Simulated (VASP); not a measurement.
Wanted: the native input for a VASP 6.6.1 run.

```
Task                   : single point
Functional             : PBEsol
Potentials or basis    : VASP PAW PBE potentials, release 64 (Ti_sv, C)
Cutoff                 : 520 eV
k mesh                 : 13 × 13 × 13
Occupations            : fermi-dirac, width 0.15 eV
Spin                   : no spin polarisation
Dipole correction      : no
Further INCAR settings : ALGO = Normal; EDIFF = 1e-06; NBANDS = 21
```

The structure of Ti2C lies in POSCAR:

```
Ti2C
1.0
    1.5406980000      0.8895230000      4.5730815000
   -1.5406980000      0.8895230000      4.5730815000
    0.0000000000     -1.7790450000      4.5730815000
Ti C
2 1
Direct
    0.2454980000      0.2454980000      0.2454980000
    0.7545020000      0.7545020000      0.7545020000
    0.5000000000      0.5000000000      0.5000000000
```

One way to write it, as run:

INCAR

```
PREC = Accurate
ENCUT = 520
EDIFF = 1E-6
ISMEAR = -1
SIGMA = 0.15
LREAL = False
LASPH = True
NELM = 60
ALGO = Normal
ISIF = 2
LWAVE = False
LCHARG = False
GGA = PS
NBANDS = 21
```

KPOINTS

```
Automatic mesh
0
Gamma
  13 13 13
```

Potentials or basis: VASP PAW PBE potentials, release 64 (Ti_sv, C).

Run with:

```console
$ cat potpaw_PBE.64/Ti_sv/POTCAR potpaw_PBE.64/C/POTCAR > POTCAR
$ mpirun -np 1 vasp_std > vasp.out
```

It gave:

```
Pressure               : 5.7 GPa
Largest force          : 0.671 eV/Å
Band gap on the k mesh : zero (band 14 reaches 9.44 eV, above the bottom of band 15 at 8.44 eV)
```

Caveat: the PAW data sets were made with another functional, which shifts forces and pressure a little.

It took 2.9 min on 1 thread of AMD EPYC 9R45 96-Core Processor (Zen 5) (shared host), peak memory 0.29 GiB.
